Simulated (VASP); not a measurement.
Here is a VASP 6.6.1 calculation.

INCAR

```
ALGO = Normal
EDIFF = 1E-6
ENCUT = 520
GGA = PS
ISIF = 2
ISMEAR = -1
LASPH = True
LCHARG = True
LELF = True
LREAL = False
LVHAR = True
LWAVE = False
NBANDS = 24
NELM = 80
PREC = Accurate
SIGMA = 0.03
```

Contents of KPOINTS:

```
k-points
0
Gamma
  10 10 12
```

Contents of POSCAR:

```
YHg2
1.0
    4.7232911997      0.0000000000      0.0000000000
   -2.3616455998      4.0904901684      0.0000000000
    0.0000000000      0.0000000000      3.5360000000
Y Hg
1 2
Direct
    0.0000000000      0.0000000000      0.0000000000
    0.3333333333      0.6666666667      0.5000000000
    0.6666666667      0.3333333333      0.5000000000
```

Potentials or basis: VASP PAW PBE potentials, release 64 (Y_sv, Hg).

The run is started by

```sh
$ cat potpaw_PBE.64/Y_sv/POTCAR potpaw_PBE.64/Hg/POTCAR > POTCAR
$ mpirun -np 1 vasp_std > vasp.out
```

What does it give for the pressure?

2.9 GPa.

Stress tensor (GPa, compression positive):
```
 4.73  0.00  0.00
 0.00  4.73  0.00
 0.00  0.00 -0.72
```

Caveat: the cell differs from its parent crystal (equal xx and yy strain of -1 %); the PAW data sets were made with another functional, which shifts forces and pressure a little.
